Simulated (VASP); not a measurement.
A run of VASP 6.6.1:

Contents of POSCAR:

```
Si15O32
1.0
   -5.0813926894      5.0813926894      7.0944098913
    5.0813926894     -5.0813926894      7.0944098913
    5.0813926894      5.0813926894     -7.0944098913
Si O
15 32
Direct
    0.1322722438      0.1283347254      0.7533206271
    0.1075256746      0.5790658689      0.2379198533
    0.6242790494      0.1565470729      0.2362411982
    0.5080740088      0.2683005963     -0.0366194077
    0.4729496995      0.6778209118      0.4376504156
    0.9872311499      0.2898363360      0.5397111297
    0.9858608752      0.7725001991      0.0619373862
   -0.0420154300      0.1953065723     -0.0450023903
    0.0577208273      0.7529731654      0.5497613048
    0.4617008605      0.2615320198      0.4378037963
    0.5712226967      0.7870729424      0.0599812384
    0.0903764307      0.1376233047      0.2598067034
    0.1715038903      0.6700200325      0.8464272425
    0.5804995786      0.0789467074      0.6565064919
    0.6730693867      0.6305866925      0.2676168906
    0.0783183635      0.1544745758      0.8891542923
    0.1373777378      0.6569464869      0.4395784877
    0.4785551062      0.1573377520      0.2642910714
    0.6619350183      0.6825783826      0.9513548557
    0.1012710751      0.4739377934      0.7169119614
    0.0883046587      0.9642691147      0.2322427394
    0.5992575175      0.4591097567      0.0672075850
    0.5164277766      0.8782228608      0.5466020154
    0.3194503311      0.2441517337      0.8863740784
    0.2814600456      0.6082112681      0.2668628979
    0.7963206925      0.2724980903      0.4399632386
    0.7887314702      0.7748707799      0.9609330022
    0.2755478541      0.2457268739      0.3647903989
    0.3720975692      0.7184723838      0.9568628967
    0.7764245735      0.1309591054      0.7733155806
    0.8629777636      0.6685383343      0.4087737877
   -0.0287459336      0.1057669182      0.0564659131
    0.1189241663      0.7456550183      0.7263649318
    0.5276559225      0.1705996192      0.5473637340
    0.6483718025      0.7754858017      0.2381603923
    0.0075687988      0.3875451810      0.1032024200
    0.1153220960      0.9411259192      0.6259837950
    0.5633468462      0.4603047288      0.5369808653
    0.6248904340      0.9722298694      0.1265721769
    0.0292127648      0.2376445452      0.3888897883
    0.0796278185      0.7270735236      0.9551799342
    0.5180794891      0.1508287732      0.7899760414
    0.5828199776      0.6198398774      0.3602242099
    0.5972556703      0.2241822641      0.1128960333
    0.4741673141      0.5795761008      0.5392650119
    1.0172888083      0.1737779890      0.6116054852
    1.0000185685      0.6623135487      0.1390160762
```

Contents of INCAR.step1:

```
SYSTEM = Si15O32
ALGO = Normal
EDIFF = 1E-5
ENCUT = 1000
GGA = PE
GGA_COMPAT = .False.
ISIF = 2
ISMEAR = -1
LASPH = .True.
LREAL = Auto
LWAVE = .True.
NBANDS = 155
NELM = 120
PREC = Accurate
SIGMA = 0.01
```

INCAR.step2

```
SYSTEM = Si15O32
ALGO = Normal
EDIFF = 1E-6
ENCUT = 1000
GGA = PE
GGA_COMPAT = .False.
HFSCREEN = 0.2079
ISIF = 2
ISMEAR = -1
ISTART = 1
LASPH = .True.
LCHARG = .True.
LELF = .True.
LHFCALC = .True.
LREAL = Auto
LVHAR = .True.
LWAVE = .False.
NBANDS = 155
NELM = 120
PREC = Accurate
PRECFOCK = Fast
SIGMA = 0.01
```

Contents of KPOINTS:

```
k-points
0
Gamma
  1 1 1
  0 0 0
```

Potentials or basis: VASP PAW PBE potentials, release 64 (Si, O_h).

The run is started by

```bash
$ cat potpaw_PBE.64/Si/POTCAR potpaw_PBE.64/O_h/POTCAR > POTCAR
$ cp INCAR.step1 INCAR
$ mpirun -np 1 vasp_gam > vasp.out
$ cp INCAR.step2 INCAR
$ mpirun -np 1 vasp_gam > vasp.out
```

Hardware: 1 thread of Intel(R) Xeon(R) Platinum 8259CL CPU @ 2.50GHz (Skylake/Cascade Lake) (shared host).

Question: How long does it take, and how much memory?

Answer: Wall time 43 min on 1 thread of Intel(R) Xeon(R) Platinum 8259CL CPU @ 2.50GHz (Skylake/Cascade Lake) (shared host), peak memory 2.1 GiB. Counts: k points 1.
